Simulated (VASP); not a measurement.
Set up this calculation in VASP 6.6.1, as the native input.

```
Task                   : single point
Functional             : PBEsol
Dispersion             : D4
Potentials or basis    : VASP PAW PBE potentials, release 64 (Au)
Cutoff                 : 500 eV
k mesh                 : 8 × 8 × 8
Occupations            : gaussian, width 0.1 eV
Spin                   : no spin polarisation
Dipole correction      : no
Further INCAR settings : ALGO = Normal; EDIFF = 1e-06; NBANDS = 12
```

The structure of Au lies in POSCAR:

```
Au
1.0
    0.0000000000      2.0400000000      2.0400000000
    2.0400000000      0.0000000000      2.0400000000
    2.0400000000      2.0400000000      0.0000000000
Au
1
Direct
    0.0000000000      0.0000000000      0.0000000000
```

The input as run:

INCAR

```
SYSTEM = Au
PREC     = Accurate       ! precision mode
ENCUT    = 500            ! plane-wave cutoff, eV
EDIFF    = 1E-6           ! SCF threshold, eV
ISMEAR   = 0              ! smearing method
SIGMA    = 0.1            ! smearing width, eV
LREAL    = .False.        ! projectors in reciprocal space
LASPH    = .True.         ! aspherical terms in the spheres
NELM     = 120            ! most SCF steps
ALGO     = Normal         ! electronic algorithm
ISIF     = 2              ! what is computed and relaxed
LWAVE    = .False.        ! write WAVECAR
LCHARG   = .False.        ! write CHGCAR
GGA      = PS             ! functional
IVDW     = 13             ! dispersion correction
NBANDS   = 12             ! bands
GGA_COMPAT= .False.
```

KPOINTS

```
regular mesh
0
Gamma
  8 8 8
  0 0 0
```

Potentials or basis: VASP PAW PBE potentials, release 64 (Au).

Command:

```console
$ cat potpaw_PBE.64/Au/POTCAR > POTCAR
$ mpirun -np 1 vasp_std > vasp.out
```

Results of the run:

- Pressure: -2.4 GPa
- Dispersion energy per atom: -0.398 eV

Caveat: the PAW data sets were made with another functional, which shifts forces and pressure a little; pairwise dispersion overbinds metals, which lowers pressure and volume.

Run time: 6.8 s on 1 thread of Intel(R) Xeon(R) Platinum 8488C (Sapphire Rapids), on a shared host, peak memory 0.14 GiB.
